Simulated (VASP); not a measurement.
Set up this calculation in VASP 6.6.1, as the native input.

- Task: single point
- Functional: RPBE
- Potentials or basis: VASP PAW PBE potentials, release 64 (Zr_sv)
- Cutoff: 500 eV
- k mesh: 10 × 10 × 10
- Occupations: fermi-dirac, width 0.05 eV
- Spin: no spin polarisation
- Dipole correction: no
- Further INCAR settings: ALGO = Normal; EDIFF = 1e-06; NBANDS = 12

The structure of Zr lies in POSCAR:

```
Zr
1.0
   -1.7730508568      1.7730508568      1.7730508568
    1.7730508568     -1.7730508568      1.7730508568
    1.7730508568      1.7730508568     -1.7730508568
Zr
1
Direct
    0.0000000000      0.0000000000      0.0000000000
```

The input as run:

INCAR

```
SYSTEM = Zr
PREC = Accurate
ENCUT = 500
EDIFF = 1E-6
ISMEAR = -1
SIGMA = 0.05
LREAL = .False.
LASPH = .True.
NELM = 120
ALGO = Normal
ISIF = 2
LWAVE = .False.
LCHARG = .False.
GGA = RP
NBANDS = 12
GGA_COMPAT = .False.
```

KPOINTS

```
regular mesh
0
Gamma
  10 10 10
  0 0 0
```

Potentials or basis: VASP PAW PBE potentials, release 64 (Zr_sv).

Run with:

```console
$ cat potpaw_PBE.64/Zr_sv/POTCAR > POTCAR
$ mpirun -np 1 vasp_std > vasp.out
```

Results of the run:

The pressure is 4.1 GPa and the band gap on the k mesh is zero (band 6 reaches 10.44 eV, above the bottom of band 7 at 8.67 eV).

Caveat: the PAW data sets were made with another functional, which shifts forces and pressure a little.

Run time: 13 s on 1 thread of Intel Xeon 8259CL, with other jobs on the host, peak memory 0.14 GiB.
